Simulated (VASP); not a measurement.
Runs of VASP 6.6.1 on CaSe. The structure is that of space group F-43m (No. 216), or close to it. The cells are those of the table. 

```csv
task,level,potentials or basis,cell,cutoff (eV),gap on the mesh (eV),pressure (GPa),relaxed volume (Å³/atom)
relaxation of cell and atoms,PBEsol,"VASP PAW PBE potentials, release 64 (Ca_sv, Se)","relaxed from a = 4.667 Å, angles 60.0°, 2 atoms",600,3.13,0.0,34.50
relaxation of cell and atoms,LDA,"VASP PAW LDA potentials, release 64 (Ca_sv, Se)","relaxed from a = 4.667 Å, angles 60.0°, 2 atoms",600,3.13,0.0,33.21
single point,LDA,"VASP PAW LDA potentials, release 64 (Ca_sv, Se)","a = 4.538 Å, angles 60.0°, 2 atoms",520,3.15,0.2,-
relaxation of cell and atoms,BLYP+D3(BJ),"VASP PAW PBE potentials, release 64 (Ca_sv, Se)","relaxed from a = 4.667 Å, angles 60.0°, 2 atoms",600,(a),0.0,33.90
single point,BLYP+D3(BJ),"VASP PAW PBE potentials, release 64 (Ca_sv, Se)","a = 4.571 Å, angles 60.0°, 2 atoms",520,3.46,0.2,-
single point,PBEsol,"VASP PAW PBE potentials, release 64 (Ca_sv, Se)","a = 4.598 Å, angles 60.0°, 2 atoms",520,(b),(c),-
```

Alike in all rows: no spin polarisation; k mesh 6 × 6 × 6; smearing gaussian 0.01 eV.

Problem. Estimate the missing entries.

Solution. (a) 3.44; (b) 3.14; (c) 0.1.

Caveats: the PAW data sets were made with another functional, which shifts forces and pressure a little (at least some runs).

A k mesh can miss the band edges, and the runs leave out spin-orbit coupling on Se.
